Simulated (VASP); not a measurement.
Ba, 2 atoms in the cell. Symmetry: Im-3m, No. 229, cubic system. Conventional cell: a = 5.022 Å, b = 5.022 Å, c = 5.022 Å, α = 90.00°, β = 90.00°, γ = 90.00°. Within 5.7 Å of Ba (site symmetry m-3m) lie 14 Ba at 4.35 to 5.02 Å. 

- Program: VASP 6.6.1
- Task: single point
- Functional: PBE
- Potentials or basis: VASP PAW PBE potentials, release 64 (Ba_sv)
- Cutoff: 500 eV
- k mesh: 2 × 2 × 2
- Occupations: fermi-dirac, width 0.1 eV
- Spin: no spin polarisation
- Dipole correction: no
- Further INCAR settings: ALGO = Normal; EDIFF = 1e-06; NBANDS = 17

Potentials or basis: VASP PAW PBE potentials, release 64 (Ba_sv).

Command:

```console
$ cat potpaw_PBE.64/Ba_sv/POTCAR > POTCAR
$ mpirun -np 1 vasp_std > vasp.out
```

Hardware: 1 thread of Intel(R) Xeon(R) Platinum 8375C CPU @ 2.90GHz (Ice Lake) (shared host).

Question: Estimate the wall time of this run.

Answer: Wall time 7.9 s on 1 thread of Intel(R) Xeon(R) Platinum 8375C CPU @ 2.90GHz (Ice Lake) (shared host), peak memory 0.22 GiB. Counts: scf iterations 11, k points 4.
